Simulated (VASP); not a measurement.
Here is a VASP 6.6.1 calculation.

Contents of INCAR:

```
SYSTEM = Te2Mo
PREC     = Accurate       ! precision mode
ENCUT    = 600            ! plane-wave cutoff, eV
EDIFF    = 1E-7           ! SCF threshold, eV
ISMEAR   = 0              ! smearing method
SIGMA    = 0.02           ! smearing width, eV
LREAL    = .FALSE.        ! projectors in reciprocal space
LASPH    = .TRUE.         ! aspherical terms in the spheres
NELM     = 100            ! most SCF steps
ALGO     = Normal         ! electronic algorithm
ISIF     = 3              ! what is computed and relaxed
LWAVE    = .FALSE.        ! write WAVECAR
LCHARG   = .FALSE.        ! write CHGCAR
GGA      = PS             ! functional
IBRION   = 2              ! ionic algorithm
NSW      = 70             ! ionic steps
EDIFFG   = -0.008         ! ionic threshold
PSTRESS  = 40.0
```

Contents of KPOINTS:

```
regular mesh
0
G
  12 12 4
  0 0 0
```

The input POSCAR:

```
Te2Mo
1.0
    3.3792052338      0.0000000000      0.0000000000
   -1.6896026169      2.9264775770      0.0000000000
    0.0000000000      0.0000000000      7.5676935886
Te Mo
2 1
Direct
    0.3333333333      0.6666666667      0.7672089552
    0.3333333333      0.6666666667      0.2327910448
    0.0000000000      0.0000000000      0.0000000000
```

Potentials or basis: VASP PAW PBE potentials, release 64 (Te, Mo_sv).

Command:

```sh
$ cat potpaw_PBE.64/Te/POTCAR potpaw_PBE.64/Mo_sv/POTCAR > POTCAR
$ mpirun -np 1 vasp_std > vasp.out
```

(1) What does it give for the relaxed volume?

(2) What does it give for the band gap on the k mesh?

(3) Estimate the relaxed cell.

(4) Estimate the space group after relaxing (to 0.1 Å).

Answers

(1) 25.04 Å³/atom.

(2) 0.81 eV (least direct gap 1.20 eV).

(3) a = 3.421 Å, b = 3.421 Å, c = 7.411 Å, α = 90.00°, β = 90.00°, γ = 120.00°.

(4) P-6m2 (No. 187).

Caveat: the cell is relaxed towards a set pressure, so the run minimises the enthalpy, not the energy; the PAW data sets were made with another functional, which shifts forces and pressure a little; spin-orbit coupling is left out, which moves the levels of the heavy elements; this functional lacks dispersion, which binds layers or chains, so the pressure and a relaxed spacing across them are unreliable.
